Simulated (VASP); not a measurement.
A run of VASP 6.6.1 is set up as follows.

The input INCAR:

```
SYSTEM = Ga
  PREC = Accurate
  ENCUT = 600
  EDIFF = 1E-7
  ISMEAR = -1
  SIGMA = 0.1
  LREAL = .False.
  LASPH = .True.
  NELM = 80
  ALGO = Normal
  ISIF = 3
  LWAVE = .False.
  LCHARG = .False.
  GGA = PE
  IBRION = 2
  NSW = 32
  EDIFFG = -0.005
  PSTRESS = 390.0
```

File KPOINTS:

```
regular mesh
0
Gamma
  9 9 12
  0 0 0
```

POSCAR

```
Ga
1.0
    4.3125502008      0.0000000000      0.0000000000
   -2.1562751004      3.7347780290      0.0000000000
    0.0000000000      0.0000000000      2.5323893961
Ga
3
Direct
    0.0000000000      0.0000000000      0.0000000000
    0.3333333333      0.6666666667      0.5000000000
    0.6666666667      0.3333333333      0.5000000000
```

Potentials or basis: VASP PAW PBE potentials, release 64 (Ga_d).

The run is started by

```sh
$ cat potpaw_PBE.64/Ga_d/POTCAR > POTCAR
$ mpirun -np 1 vasp_std > vasp.out
```

Q: Estimate the space group after relaxing (to 0.05 Å).

A: P6/mmm (No. 191).

Q: Predict the relaxed cell.

A: a = 4.315 Å, b = 4.315 Å, c = 2.534 Å, α = 90.00°, β = 90.00°, γ = 120.00°.

Q: Predict the relaxed volume.

A: 13.62 Å³/atom.

Step by step:
```csv
step,energy change (eV),largest force (eV/Å),pressure (GPa),volume (Å³)
1,0.0000,0.0000,39.35,40.79
2,-0.0421,0.0000,38.41,40.96
3,-0.0134,0.0000,39.05,40.84
4,-0.0156,0.0000,38.97,40.85
```

Caveat: the cell is relaxed towards a set pressure, so the enthalpy falls and the energy may rise.
